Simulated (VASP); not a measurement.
# ZnS (F-43m) in VASP: further runs

The runs below take ZnS through relaxation of cell and atoms, single point, with LDA.

All numbers are computed with VASP 6.6.1; they aren't measurements. Logs are shortened: lines on timing, memory, paths and dates and some standing lists are left out, and cuts for length are marked.

### Step 1. The cell of the first run

Symmetry: F-43m, No. 216, cubic system. Conventional cell: a = 5.404 Å, b = 5.404 Å, c = 5.404 Å, α = 90.00°, β = 90.00°, γ = 90.00°. Within 3.1 Å of Zn (site symmetry -43m) lie 4 S at 2.34 Å. Within 3.1 Å of S (site symmetry -43m) lie 4 Zn at 2.34 Å.

### Step 2. Relaxation of cell and atoms, LDA

INCAR

```
ALGO     = Normal         # electronic algorithm
EDIFF    = 1E-7           # SCF threshold, eV
EDIFFG   = -0.002         # ionic threshold
ENCUT    = 600            # plane-wave cutoff, eV
GGA      = CA             # functional
IBRION   = 2              # ionic algorithm
ISIF     = 3              # what is computed and relaxed
ISMEAR   = -1             # smearing method
LASPH    = T              # aspherical terms in the spheres
LCHARG   = F              # write CHGCAR
LREAL    = F              # projectors in reciprocal space
LWAVE    = F              # write WAVECAR
NELM     = 60             # most SCF steps
NSW      = 100            # ionic steps
PREC     = Accurate       # precision mode
SIGMA    = 0.08           # smearing width, eV
```

KPOINTS

```
k-points
0
Gamma
  12 12 12
```

POSCAR

```
ZnS
1.0
    2.7020000000      2.7020000000      0.0000000000
   -2.7020000000      2.7020000000      0.0000000000
    0.0000000000      2.7020000000      2.7020000000
Zn S
1 1
Direct
    0.7500000000      0.2500000000      0.5000000000
    0.0000000000      0.0000000000      0.0000000000
```

Potentials or basis: VASP PAW LDA potentials, release 64 (Zn, S).

Launch:

```
$ cat potpaw_LDA.64/Zn/POTCAR potpaw_LDA.64/S/POTCAR > POTCAR
$ mpirun -np 1 vasp_std > vasp.out
```

OUTCAR:

```text
EDIFF = 1E-7
   EDIFFG = -0.002
   ENCUT = 600
   GGA = CA
   IBRION = 2
   ISIF = 3
   ISMEAR = -1
   LASPH = T
   LREAL = F
   NELM = 60
   NSW = 100
   PREC = Accurate

 ion  position               nearest neighbor table
   1  0.750  0.250  0.500-   2 2.34   2 2.34   2 2.34   2 2.34
   2  0.000  0.000  0.000-   1 2.34   1 2.34   1 2.34   1 2.34

  LATTYP: Found a face centered cubic cell.
 ALAT       =     5.4040000000

  Lattice vectors:

 A1 = (   0.0000000000,   2.7020000000,   2.7020000000)
 A2 = (   2.7020000000,   0.0000000000,   2.7020000000)
 A3 = (   2.7020000000,   2.7020000000,   0.0000000000)

Analysis of symmetry for initial positions (statically):
=====================================================================
 Subroutine PRICEL returns:
 Original cell was already a primitive cell.

 Routine SETGRP: Setting up the symmetry group for a
 face centered cubic supercell.

 Subroutine GETGRP returns: Found 24 space group operations
 (whereof 24 operations were pure point group operations)
 out of a pool of 48 trial point group operations.

The static configuration has the point symmetry T_d .

Analysis of symmetry for dynamics (positions and initial velocities):
=====================================================================
 Subroutine PRICEL returns:
 Original cell was already a primitive cell.

 Routine SETGRP: Setting up the symmetry group for a
 face centered cubic supercell.

 Subroutine GETGRP returns: Found 24 space group operations
 (whereof 24 operations were pure point group operations)
 out of a pool of 48 trial point group operations.

The dynamic configuration has the point symmetry T_d .

 Subroutine INISYM returns: Found 24 space group operations
 (whereof 24 operations are pure point group operations),
 and found     1 'primitive' translations

----------------------------------------------------------------------------------------

                                     Primitive cell

  volume of cell :      39.4535

  direct lattice vectors                    reciprocal lattice vectors
     2.702000000  2.702000000  0.000000000     0.185048113  0.185048113 -0.185048113
    -2.702000000  2.702000000  0.000000000    -0.185048113  0.185048113 -0.185048113
     0.000000000  2.702000000  2.702000000     0.000000000  0.000000000  0.370096225

  length of vectors
     3.821205046  3.821205046  3.821205046     0.320512733  0.320512733  0.370096225

  position of ions in fractional coordinates (direct lattice)
     0.750000000  0.250000000  0.500000000
     0.000000000  0.000000000  0.000000000

  ion indices of the primitive-cell ions
   primitive index   ion index
                 1           1
                 2           2

----------------------------------------------------------------------------------------

 KPOINTS: k-points

Automatic generation of k-mesh.
 Grid dimensions read from file:
 generate k-points for:   12   12   12

 Generating k-lattice:

  Cartesian coordinates                     Fractional coordinates (reciprocal lattice)
     0.015420676  0.015420676 -0.015420676     0.083333333  0.000000000  0.000000000
    -0.015420676  0.015420676 -0.015420676     0.000000000  0.083333333  0.000000000
     0.000000000  0.000000000  0.030841352     0.000000000  0.000000000  0.083333333

  Length of vectors
     0.026709394  0.026709394  0.030841352

  Shift w.r.t. Gamma in fractional coordinates (k-lattice)
     0.000000000  0.000000000  0.000000000

 Subroutine IBZKPT returns following result:
 ===========================================

 Found     72 irreducible k-points:

 Following reciprocal coordinates:
            Coordinates               Weight
  0.000000  0.000000  0.000000      1.000000
  0.083333  0.000000  0.000000      8.000000
  0.166667  0.000000  0.000000      8.000000
  0.250000  0.000000  0.000000      8.000000
  0.333333  0.000000  0.000000      8.000000
  0.416667  0.000000  0.000000      8.000000
[... 16 lines left out ...]
  0.500000  0.166667  0.000000     24.000000
 -0.416667  0.166667  0.000000     24.000000
 [... further k-points ...]
   k-points           NKPTS =     72   k-points in BZ     NKDIM =     72   number of bands    NBANDS=     13
   number of dos      NEDOS =    301   number of ions     NIONS =      2
   total plane-waves  NPLWV =  32768
   dimension x,y,z NGX =    32 NGY =   32 NGZ =   32
   dimension x,y,z NGXF=    64 NGYF=   64 NGZF=   64
   ions per type =               1   1
   NGX,Y,Z   is equivalent  to a cutoff of  13.92, 13.92, 13.92 a.u.
   NGXF,Y,Z  is equivalent  to a cutoff of  27.84, 27.84, 27.84 a.u.
 SYSTEM =  unknown system
   PREC   = accura    normal or accurate (medium, high low for compatibility)
   ISTART =      0    job   : 0-new  1-cont  2-samecut
   ICHARG =      2    charge: 1-file 2-atom 10-const
   ISPIN  =      1    spin polarized calculation?
   LNONCOLLINEAR =      F non collinear calculations
   LSORBIT =      F    spin-orbit coupling
   LASPH  =      T    aspherical Exc in radial PAW
   ENCUT  =  600.0 eV  44.10 Ry    6.64 a.u.   7.63  7.63  7.63*2*pi/ulx,y,z
   NELM   =     60;   NELMIN=  2; NELMDL= -5     # of ELM steps
   EDIFF  = 0.1E-06   stopping-criterion for ELM
   LREAL  =      F    real-space projection
   EDIFFG = -.2E-02   stopping-criterion for IOM
   NSW    =    100    number of steps for IOM
   IBRION =      2    ionic relax: 0-MD 1-quasi-New 2-CG
   NFREE  =      1    steps in history (QN), initial steepest desc. (CG)
   ISIF   =      3    stress and relaxation
   ISYM   =      2    0-nonsym 1-usesym 2-fastsym
   POTIM  = 0.5000    time-step for ionic-motion
   TEBEG  =    0.0;   TEEND  =   0.0 temperature during run
   PSTRESS=    0.0 pullay stress
   NELECT =      18.0000    total number of electrons
   NUPDOWN=      -1.0000    fix difference up-down
   EMIN   =  10.00;   EMAX   =-10.00  energy-range for DOS
   EFERMI =   0.00;   METHOD = LEGACY
   ISMEAR =    -1;   SIGMA  =   0.08  broadening in eV -4-tet -1-fermi 0-gaus
   EFERMI_NEDOS =   21; number of points for ismear=-14 and -15
   IALGO  =     38    algorithm
   IMIX   =      4    mixing-type and parameters
     AMIX     =   0.40;   BMIX     =  1.00
     AMIX_MAG =   1.60;   BMIX_MAG =  1.00
  volume/ion in A,a.u.               =      19.73       133.12
  Fermi-wavevector in a.u.,A,eV,Ry     =   1.260290  2.381602 21.610537  1.588330
  Thomas-Fermi vector in A             =   2.393807
   LORBIT       =      0    0 simple, 1 ext, 2 COOP (PROOUT), +10 PAW based schemes
   GGA     = CA    functional components
   LHFCALC =     F    Hartree Fock is set to
   AEXX    =    0.0000 exact exchange contribution
   IVDW    =     0    specifies the selected vdW correction
   LEPSILON=     F    determine dielectric tensor
   LRPA    =     F    only Hartree local field effects (RPA)
 conjugate gradient relaxation of ions
 non-spin polarized calculation
  energy-cutoff  :      600.00
  volume of cell :       39.45
 maximum number of plane-waves:      1363
   NGX = 15   NGY = 15   NGZ = 15

--------------------------------------- Ionic step        1  -------------------------------------------

 number of electron      17.9999998 magnetization

 Free energy of the ion-electron system (eV)
  ---------------------------------------------------
  ext. energy  EPLUGINS =         0.00000000
  ---------------------------------------------------
  free energy    TOTEN  =        -8.17728452 eV

  energy without entropy =       -8.17728444  energy(sigma->0) =       -8.17728448

------------------------ aborting loop because EDIFF is reached ----------------------------------------

  FORCE on cell =-STRESS in cart. coord.  units (eV):
  Direction    XX          YY          ZZ          XY          YZ          ZX
  --------------------------------------------------------------------------------------
  -------------------------------------------------------------------------------------
  Total       -1.0723735     -1.0723735     -1.0723735     -0.0000000      0.0000000     -0.0000000
  in kB      -43.5482408    -43.5482408    -43.5482408     -0.0000000      0.0000000     -0.0000000
  external PRESSURE =     -43.5482408 kB  Pullay stress =       0.0000000 kB
[... 57 lines left out ...]
  energy  without entropy=       -8.2040697655  energy(sigma->0) =       -8.20406977

--------------------------------------- Ionic step        3  -------------------------------------------

 number of electron      17.9999995 magnetization

 Free energy of the ion-electron system (eV)
  ---------------------------------------------------
  ext. energy  EPLUGINS =         0.00000000
  ---------------------------------------------------
  free energy    TOTEN  =        -8.20871679 eV

  energy without entropy =       -8.20871677  energy(sigma->0) =       -8.20871678

 E-fermi :   3.6674     XC(G=0): -10.3035

 val. band max:        2.4846952568   @ k =   0.0000   0.0000   0.0000
 cond. band min:       4.6326784213   @ k =   0.0000   0.0000   0.0000
 fundamental gap:      2.1479831646
 Fermi energy:         3.6673889705

 k-point     1 :       0.0000    0.0000    0.0000
  band No.  band energies     occupation
      1     -11.0413      2.00000
      2      -4.2595      2.00000
      3      -4.2595      2.00000
      4      -4.2595      2.00000
      5      -3.7098      2.00000
      6      -3.7098      2.00000
      7       2.4847      2.00000
      8       2.4847      2.00000
      9       2.4847      2.00000
     10       4.6327      0.00001
     11       8.6962      0.00000
     12       8.6962      0.00000
     13       8.6962      0.00000
[... 353 lines left out ...]
 k-point    24 :      -0.4167    0.1667    0.0000
  band No.  band energies     occupation
      1     -10.0635      2.00000
      2      -4.1904      2.00000
      3      -4.0820      2.00000
      4      -4.0084      2.00000
      5      -3.6823      2.00000
      6      -3.6636      2.00000
      7      -1.9255      2.00000
      8       0.7667      2.00000
      9       1.0793      2.00000
     10       6.7286      0.00000
     11       8.4724      0.00000
     12      10.0280      0.00000
     13      10.4323      0.00000

 [... further k-points ...]

------------------------ aborting loop because EDIFF is reached ----------------------------------------

  FORCE on cell =-STRESS in cart. coord.  units (eV):
  Direction    XX          YY          ZZ          XY          YZ          ZX
  --------------------------------------------------------------------------------------
  -------------------------------------------------------------------------------------
  Total       -0.0017956     -0.0017956     -0.0017956      0.0000000      0.0000000     -0.0000000
  in kB       -0.0772194     -0.0772194     -0.0772194      0.0000000      0.0000000     -0.0000000
  external PRESSURE =      -0.0772194 kB  Pullay stress =       0.0000000 kB
[... 17 lines left out ...]
  FREE ENERGIE OF THE ION-ELECTRON SYSTEM (eV)
  ---------------------------------------------------
  free  energy   TOTEN  =        -8.2087167897 eV

  energy  without entropy=       -8.2087167732  energy(sigma->0) =       -8.20871678

 reached required accuracy - stopping structural energy minimisation
```

Wall time 67 s (1 thread of Intel Xeon Platinum 8559C (Emerald Rapids), shared host); peak memory 0.18 GiB.

Results:

```
Free energy                            : -8.2087 eV
Relaxed volume                         : 18.63 Å³/atom
Relaxed cell                           : a = 3.749 Å, b = 3.749 Å, c = 3.749 Å, α = 60.00°, β = 60.00°, γ = 90.00°
Space group after relaxing (to 0.05 Å) : F-43m (No. 216)
Energy gained by relaxing              : 15.7 meV/atom
Ionic steps                            : 3
Pressure after relaxing                : 0.0 GPa
Band gap on the k mesh                 : 2.15 eV, direct
```

Step by step:
| step | energy change (eV) | largest force (eV/Å) | pressure (GPa) | volume (Å³) |
| --- | --- | --- | --- | --- |
| 1 | 0.0000 | 0.0000 | -4.35 | 39.45 |
| 2 | -0.0268 | 0.0000 | 1.92 | 36.47 |
| 3 | -0.0314 | 0.0000 | -0.01 | 37.25 |

Final structure:
```cif
data_structure
_symmetry_space_group_name_H-M 'P 1'
_symmetry_Int_Tables_number 1
_cell_length_a 3.7489
_cell_length_b 3.7489
_cell_length_c 3.7489
_cell_angle_alpha 60.000
_cell_angle_beta 60.000
_cell_angle_gamma 90.000
_cell_volume 37.25
loop_
_atom_site_label
_atom_site_type_symbol
_atom_site_fract_x
_atom_site_fract_y
_atom_site_fract_z
_atom_site_occupancy
Zn1 Zn 0.75000 0.25000 0.50000 1
S1 S 0.00000 0.00000 0.00000 1
```

A k mesh can miss the band edges. As with any semilocal functional, this LDA gap is likely too small.

### Step 3. Single point, LDA

This run uses another cell than the first one, of 19.02 Å³/atom, 0.964 times its volume.

INCAR

```
SYSTEM = ZnS
PREC     = Accurate       ! precision mode
ENCUT    = 520            ! plane-wave cutoff, eV
EDIFF    = 1E-6           ! SCF threshold, eV
ISMEAR   = 0              ! smearing method
SIGMA    = 0.01           ! smearing width, eV
LREAL    = .False.        ! projectors in reciprocal space
LASPH    = .True.         ! aspherical terms in the spheres
NELM     = 100            ! most SCF steps
ALGO     = Normal         ! electronic algorithm
ISIF     = 2              ! what is computed and relaxed
LWAVE    = .False.        ! write WAVECAR
LCHARG   = .False.        ! write CHGCAR
GGA      = CA             ! functional
NBANDS   = 16             ! bands
```

KPOINTS

```
regular mesh
0
Gamma
  8 8 8
  0 0 0
```

POSCAR

```
ZnS
1.0
    2.6695638582      2.6695638582      0.0000000000
   -2.6695638582      2.6695638582      0.0000000000
    0.0000000000      2.6695638582      2.6695638582
Zn S
1 1
Direct
    0.7500000000      0.2500000000      0.5000000000
    0.0000000000      0.0000000000      0.0000000000
```

Potentials or basis: VASP PAW LDA potentials, release 64 (Zn, S).

Launch:

```
$ cat potpaw_LDA.64/Zn/POTCAR potpaw_LDA.64/S/POTCAR > POTCAR
$ mpirun -np 1 vasp_std > vasp.out
```

Wall time 7.5 s (1 thread of Intel Xeon Platinum 8559C (Emerald Rapids), shared host); peak memory 0.14 GiB.

It converged, with:

```yaml
Free_energy: -8.2035 eV
Pressure: -1.7 GPa
Band_gap_on_the_k_mesh: 2.05 eV, direct
```

Levels at points of the mesh, in eV from the valence-band top:
| k point | band 6 | band 7 | band 8 | band 9 | band 10 | band 11 | band 12 | band 13 |
| --- | --- | --- | --- | --- | --- | --- | --- | --- |
| (0.00, 0.00, 0.00) | -6.12 | 0.00 | 0.00 | 0.00 | 2.05 | 6.23 | 6.23 | 6.23 |
| (0.50, 0.00, 0.00) | -5.91 | -5.62 | -0.93 | -0.93 | 3.18 | 6.77 | 6.77 | 8.76 |
| (0.50, 0.50, 0.00) | -5.89 | -4.81 | -2.38 | -2.38 | 3.11 | 3.90 | 10.98 | 12.03 |

LDA gaps usually lie below the measured ones, often by a third to a half.

[end of part 1 of 2]
